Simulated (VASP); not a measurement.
Runs of VASP 6.6.1 on KF. The structure is that of space group I4/mmm (No. 139), or close to it. The cells are those of the table. 

```csv
cell,gap on the mesh (eV),pressure (GPa)
"a = 3.692, b = 3.658, c = 3.800 Å, angles 59.3, 58.4, 62.3°, 2 atoms",6.31,(a)
"a = 3.624, b = 3.696, c = 3.901 Å, angles 56.9, 58.7, 64.4°, 2 atoms",6.02,(b)
"a = 3.624, b = 3.589, c = 3.800 Å, angles 58.7, 57.8, 63.6°, 2 atoms",6.36,7.3
"a = 3.692, b = 3.623, c = 3.767 Å, angles 59.9, 58.1, 62.0°, 2 atoms",6.42,5.0
"a = 3.624, b = 3.660, c = 3.867 Å, angles 57.5, 58.4, 64.1°, 2 atoms",6.13,5.9
"a = 3.557, b = 3.667, c = 3.935 Å, angles 55.7, 58.3, 66.0°, 2 atoms",5.82,(d)
"a = 3.557, b = 3.704, c = 3.970 Å, angles 55.1, 58.7, 66.2°, 2 atoms",5.71,8.7
"a = 3.557, b = 3.630, c = 3.901 Å, angles 56.2, 58.0, 65.7°, 2 atoms",(c),9.7
```

Alike in all rows: task single point; level PBE; potentials or basis VASP PAW PBE potentials, release 64 (K_sv, F); no spin polarisation; k mesh 8 × 8 × 8; cutoff (eV) 520; smearing gaussian 0.05 eV.

**Question.** Fill in the values left out.

**Answer.** (a) 4.1; (b) 5.3; (c) 5.93; (d) 9.2.

A k mesh can miss the band edges.
